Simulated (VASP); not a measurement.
# Nb: single point with PBE

Crystal: Nb.

```
CELL_PARAMETERS angstrom
2.26997 0.00000 0.00000
0.00000 2.26997 0.00000
0.00000 0.00000 2.26997
ATOMIC_POSITIONS crystal
Nb 0.00000 0.00000 0.00000
```

This cell differs from its parent crystal: volume scaled by 0.58.

```yaml
Program: VASP 6.6.1
Task: single point
Functional: PBE
Potentials_or_basis: VASP PAW PBE potentials, release 64 (Nb_sv)
Cutoff: 520 eV
k_mesh: 16 × 16 × 16
Occupations: fermi-dirac, width 0.1 eV
Spin: no spin polarisation
Dipole_correction: no
Further_INCAR_settings: ALGO = Normal; EDIFF = 1e-07; NBANDS = 12
```

```
Pressure : 203.6 GPa
```

Levels at points of the mesh, in eV from the Fermi level:
| k point | band 4 | band 5 | band 6 | band 7 | band 8 | band 9 | band 10 | band 11 |
| --- | --- | --- | --- | --- | --- | --- | --- | --- |
| (0.00, 0.00, 0.00) | -28.75 | -6.21 | -6.03 | -6.03 | 9.02 | 9.02 | 9.02 | 20.00 |
| (0.50, 0.00, 0.00) | -28.12 | -4.30 | -2.47 | 1.95 | 2.02 | 2.02 | 9.84 | 14.01 |
| (0.50, 0.50, 0.00) | -27.54 | -9.01 | -1.40 | 3.54 | 3.54 | 9.82 | 9.82 | 13.63 |
| (0.50, 0.50, 0.50) | -32.49 | -6.14 | -6.14 | -6.14 | 5.64 | 14.21 | 14.21 | 22.91 |

It took 19 s on 1 thread of Intel(R) Xeon(R) Platinum 8259CL CPU @ 2.50GHz (Skylake/Cascade Lake), with other jobs on the host, peak memory 0.13 GiB.
